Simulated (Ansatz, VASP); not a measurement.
# InAs: VASP beside Ansatz

The input POSCAR:

```
InAs
1.0
    0.0000000000      3.0545904655      3.0545904655
    3.0545904655      0.0000000000      3.0545904655
    3.0545904655      3.0545904655      0.0000000000
In As
1 1
Direct
    0.0000000000      0.0000000000      0.0000000000
    0.2500000000      0.2500000000      0.2500000000
```

The input INCAR.step1:

```
  PREC = Accurate
  ENCUT = 520
  EDIFF = 1E-5
  ISMEAR = -1
  SIGMA = 0.02
  LREAL = False
  LASPH = True
  NELM = 80
  ALGO = Normal
  ISIF = 2
  LWAVE = True
  NBANDS = 16
  GGA = PE
```

Contents of INCAR.step2:

```
  PREC = Accurate
  ENCUT = 520
  EDIFF = 1E-7
  ISMEAR = -1
  SIGMA = 0.02
  LREAL = False
  LASPH = True
  NELM = 80
  ALGO = Normal
  ISIF = 2
  LWAVE = False
  LCHARG = True
  GGA = PE
  LHFCALC = True
  AEXX = 0.2
  HFSCREEN = 0.1
  PRECFOCK = Normal
  LELF = True
  LVHAR = True
  NBANDS = 16
  ISTART = 1
```

KPOINTS

```
Automatic mesh
0
Gamma
  4 4 4
```

Input for Ansatz:

```yaml
crystal:
  lattice:
    - [0.0, 3.0545904655, 3.0545904655]
    - [3.0545904655, 0.0, 3.0545904655]
    - [3.0545904655, 3.0545904655, 0.0]
  atoms:
    - { symbol: In, position: [0.0, 0.0, 0.0] }
    - { symbol: As, position: [0.25, 0.25, 0.25] }
kpoints:
  mp_grid: { grid: [4, 4, 4] }
hamiltonian:
  xc: { exchange: pbe, correlation: pbe, exx: { coeff: 0.2, omega: 0.1 } }
scf:
  occupations: { method: fermi_dirac, width: 0.02 }
  n_extra_bands: 4
output:
  forces: true
  stress: true
  eigenvalues: true
```

Alike in both runs: task single point; functional PBE-based screened hybrid with a share of 0.2 of exact exchange and HFSCREEN = 0.1; k mesh 4 × 4 × 4; occupations fermi-dirac, width 0.02 eV; no spin polarisation.

|  | VASP | Ansatz |
| --- | --- | --- |
| version | VASP 6.6.1 | Ansatz 0.2.0 |
| potentials or method | VASP PAW PBE potentials, release 64 (In_d, As) | plane waves |
| plane-wave cutoff (eV) | 520 | 420 |
| valence electrons in the cell | 18 | 28 |

Ansatz gave:

```
pressure (GPa) : 0.3
```

Question: Estimate VASP's values.

Answer: Pressure (GPa): 0.1.

VASP's potentials were made for PBE, not for PBE-based screened hybrid. With one functional, cell and mesh, what is left measures potentials, basis and numerics. VASP's potentials hold 18 valence electrons a cell and Ansatz's 28, so a difference there can come from the potentials and not from the codes. Ansatz's warnings: stress exchange threshold loose, stress scf threshold loose.

The k mesh is coarse, so the values compare programs but aren't converged.
